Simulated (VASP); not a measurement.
**Pd: single point with LDA**

Pd:

```
Pd
1.0
     0.00000    1.95778    1.95778
     1.95778    0.00000    1.95778
     1.95778    1.95778    0.00000
Pd
1
Direct
  0.00000 0.00000 0.00000
```

This cell differs from its parent crystal: volume scaled by 1.02.

- Program: VASP 6.6.1
- Task: single point
- Functional: LDA
- Potentials or basis: VASP PAW LDA potentials, release 64 (Pd)
- Cutoff: 520 eV
- k mesh: 18 × 18 × 18
- Occupations: fermi-dirac, width 0.05 eV
- Spin: no spin polarisation
- Dipole correction: no
- Further INCAR settings: ALGO = Normal; EDIFF = 1e-06; NBANDS = 11

```yaml
Pressure: -11.2 GPa
Band_gap_on_the_k_mesh: zero (band 5 reaches 9.58 eV, above the bottom of band 6 at 8.04 eV)
```

Levels at points of the mesh, in eV from the Fermi level:
```tsv
k point	band 2	band 3	band 4	band 5	band 6	band 7	band 8	band 9
(0.00, 0.00, 0.00)	-2.80	-2.80	-2.80	-1.20	-1.20	17.12	21.74	21.74
(0.50, 0.00, 0.00)	-2.83	-2.83	-0.02	-0.02	0.98	7.11	16.49	20.74
(0.50, 0.50, 0.00)	-5.01	-0.04	0.28	0.28	3.25	10.53	12.97	12.97
```

Wall time 41 s on 1 thread of Intel Xeon 8259CL, with other jobs on the host, peak memory 0.15 GiB.
